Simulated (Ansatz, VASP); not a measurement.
# Si15Ni in VASP and in Ansatz

Contents of INCAR:

```
SYSTEM = Si15Ni
ALGO = Normal ; EDIFF = 1E-6
ENCUT = 520 ; GGA = PS
ISIF = 2 ; ISMEAR = 0
ISPIN = 2 ; LASPH = .True.
LCHARG = .False. ; LDAU = .True.
LDAUJ = 0 0 ; LDAUL = 2 -1
LDAUPRINT = 1 ; LDAUTYPE = 2
LDAUU = 5 0 ; LMAXMIX = 4
LORBIT = 11 ; LREAL = Auto
LWAVE = .False. ; MAGMOM = 0.12 0.01 0.01 0.01 0.01 0.01 0.01 0 0.03 0.03 0.03 0 0.03 0 0 0
NBANDS = 53 ; NELM = 150
PREC = Accurate ; SIGMA = 0.05
```

Contents of KPOINTS:

```
k-points
0
Gamma
  3 3 3
  0 0 0
```

The input POSCAR:

```
Si15Ni
1.0
    0.0000000000      5.4370000000      5.4370000000
    5.4370000000      0.0000000000      5.4370000000
    5.4370000000      5.4370000000      0.0000000000
Ni Si
1 15
Direct
    1.0000000000      0.0000000000      1.0000000000
    0.0008460273      0.0008460273      0.4991539727
    0.0008460273      0.4991539727      0.0008460273
    0.0008460273      0.4991539727      0.4991539727
    0.4991539727      0.0008460273      0.0008460273
    0.4991539727      0.0008460273      0.4991539727
    0.4991539727      0.4991539727      0.0008460273
    0.5000000000      0.5000000000      0.5000000000
    0.1202211774      0.1202211774      0.1202211774
    0.1202211774      0.1202211774      0.6393364679
    0.1202211774      0.6393364679      0.1202211774
    0.1235527506      0.6254824165      0.6254824165
    0.6393364679      0.1202211774      0.1202211774
    0.6254824165      0.1235527506      0.6254824165
    0.6254824165      0.6254824165      0.1235527506
    0.6254824165      0.6254824165      0.6254824165
```

Input for Ansatz:

```yaml
crystal:
  lattice:
    - [0.0, 5.437, 5.437]
    - [5.437, 0.0, 5.437]
    - [5.437, 5.437, 0.0]
  atoms:
    - { symbol: Ni, position: [0.0, 0.0, 1.0], spin: 2.0 }
    - { symbol: Si, position: [0.0008460262, 0.0008460262, 0.4991539738] }
    - { symbol: Si, position: [0.0008460262, 0.4991539738, 0.0008460262] }
    - { symbol: Si, position: [0.0008460262, 0.4991539738, 0.4991539738] }
    - { symbol: Si, position: [0.4991539738, 0.0008460262, 0.0008460262] }
    - { symbol: Si, position: [0.4991539738, 0.0008460262, 0.4991539738] }
    - { symbol: Si, position: [0.4991539738, 0.4991539738, 0.0008460262] }
    - { symbol: Si, position: [0.5, 0.5, 0.5] }
    - { symbol: Si, position: [0.1202211887, 0.1202211887, 0.1202211887] }
    - { symbol: Si, position: [0.1202211887, 0.1202211887, 0.639336434] }
    - { symbol: Si, position: [0.1202211887, 0.639336434, 0.1202211887] }
    - { symbol: Si, position: [0.1235527616, 0.6254824128, 0.6254824128] }
    - { symbol: Si, position: [0.639336434, 0.1202211887, 0.1202211887] }
    - { symbol: Si, position: [0.6254824128, 0.1235527616, 0.6254824128] }
    - { symbol: Si, position: [0.6254824128, 0.6254824128, 0.1235527616] }
    - { symbol: Si, position: [0.6254824128, 0.6254824128, 0.6254824128] }
basis:
  ecutwfc: 420
  ecutrho_ratio: 4
kpoints:
  mp_grid: { grid: [3, 3, 3] }
hamiltonian:
  xc: pbesol
  hubbard: { sites: [{ site: 0, l: d, u_eff: 5.0 }] }
scf:
  occupations: { method: gaussian, width: 0.05 }
  lower_state_search: "off"
  max_iter: 150
output:
  forces: true
  stress: true
  eigenvalues: true
  populations: true
  hubbard: { sites: [{ site: 0, l: d }] }
magnetization:
  spin_polarized: true
  initial_magnetization: 2.0
  spin_locking: { lock_magnetization: soft, n_iters: 6 }
```

Alike in both runs: task single point; functional PBEsol; k mesh 3 × 3 × 3; occupations gaussian, width 0.05 eV; collinear spin; Hubbard terms Ni d U = 5.0 eV.

```csv
,VASP,Ansatz
version,VASP 6.6.1,Ansatz 0.2.0
potentials or method,"VASP PAW PBE potentials, release 64 (Ni, Si), cutoff 520 eV","scalar-relativistic, plane waves, PAW"
valence electrons in the cell,70,78
```

Ansatz gave:

* gap on the k mesh at the Fermi level (eV): none
* pressure (GPa): -2.3
* rms of the force components (eV/Å): 0.003
* net moment per atom (μB): 0.04
* size of the moment on the site where the two differ most (μB): 0.12

**Question.** What did VASP give for the same quantities?

**Answer.** gap on the k mesh at the Fermi level (eV): none; pressure (GPa): -2.5; rms of the force components (eV/Å): 0.047; net moment per atom (μB): 0.04; size of the moment on the site where the two differ most (μB): 0.18.

VASP's potentials were made for PBE, not for PBEsol. Site moments also hang on the region over which each program counts them. The programs project onto different local orbitals, so the same U acts differently, and such runs can settle in different states. Atom by atom the forces differ by 0.050 eV/Å (rms over components). A gap of «none» marks a metal or a gap that the smearing closes. VASP's potentials hold 70 valence electrons a cell and Ansatz's 78, so a difference there can come from the potentials and not from the codes. Ansatz's warnings: filled band counts differ across k points, stress scf threshold loose.
